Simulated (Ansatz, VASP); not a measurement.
**Two plane-wave programs on CuO**

Contents of INCAR:

```
SYSTEM = CuO
PREC = Accurate
ENCUT = 600
EDIFF = 1E-7
ISMEAR = -1
SIGMA = 0.05
LREAL = .FALSE.
LASPH = .TRUE.
NELM = 80
ALGO = Normal
ISIF = 3
LWAVE = .FALSE.
LCHARG = .FALSE.
GGA = PE
IBRION = 2
NSW = 100
EDIFFG = -0.005
```

KPOINTS

```
Automatic mesh
0
G
  13 13 7
  0 0 0
```

File POSCAR:

```
CuO
1.0
    3.1588556782      0.0000000000      0.0000000000
   -1.5794278391      2.7356492642      0.0000000000
    0.0000000000      0.0000000000      5.1489347554
Cu O
2 2
Direct
    0.3333333333      0.6666666667      0.0000000000
    0.6666666667      0.3333333333      0.5000000000
    0.3333333333      0.6666666667      0.3760000000
    0.6666666667      0.3333333333      0.8760000000
```

Input for Ansatz:

```yaml
crystal:
  lattice:
    - [3.1588556782, 0.0, 0.0]
    - [-1.5794278391, 2.7356492642, 0.0]
    - [0.0, 0.0, 5.1489347554]
  atoms:
    - { symbol: Cu, position: [0.3333333333, 0.6666666667, 0.0] }
    - { symbol: Cu, position: [0.6666666667, 0.3333333333, 0.5] }
    - { symbol: O, position: [0.3333333333, 0.6666666667, 0.376] }
    - { symbol: O, position: [0.6666666667, 0.3333333333, 0.876] }
kpoints:
  mp_grid: { grid: [13, 13, 7] }
scf:
  occupations: { method: fermi_dirac, width: 0.05 }
hamiltonian:
  xc: pbe
  pseudopotentials: { kind: paw }
output:
  forces: true
  stress: true
relax:
  f_tol: 0.005
  max_steps: 80
  cell: {}
```

Alike in both runs: task relaxation of cell and atoms; functional PBE; k mesh 13 × 13 × 7; occupations fermi-dirac, width 0.05 eV; no spin polarisation.

|  | VASP | Ansatz |
| --- | --- | --- |
| version | VASP 6.6.1 | Ansatz 0.2.0 |
| potentials or method | VASP PAW PBE potentials, release 64 (Cu, O) | PAW with Ansatz's default frozen-core files, scalar-relativistic |
| plane-wave cutoff (eV) | 600 | 420 |
| valence electrons in the cell | 34 | 50 |

|  | VASP | Ansatz | Ansatz less VASP |
| --- | --- | --- | --- |
| relaxed volume (Å³/atom) | 11.61 | 11.56 | -0.051 |
| relaxed cell length with the largest relative difference (Å) | 3.153 | 3.148 | -0.0052 |

VASP's potentials hold 34 valence electrons a cell and Ansatz's 50, so a difference there can come from the potentials and not from the codes.
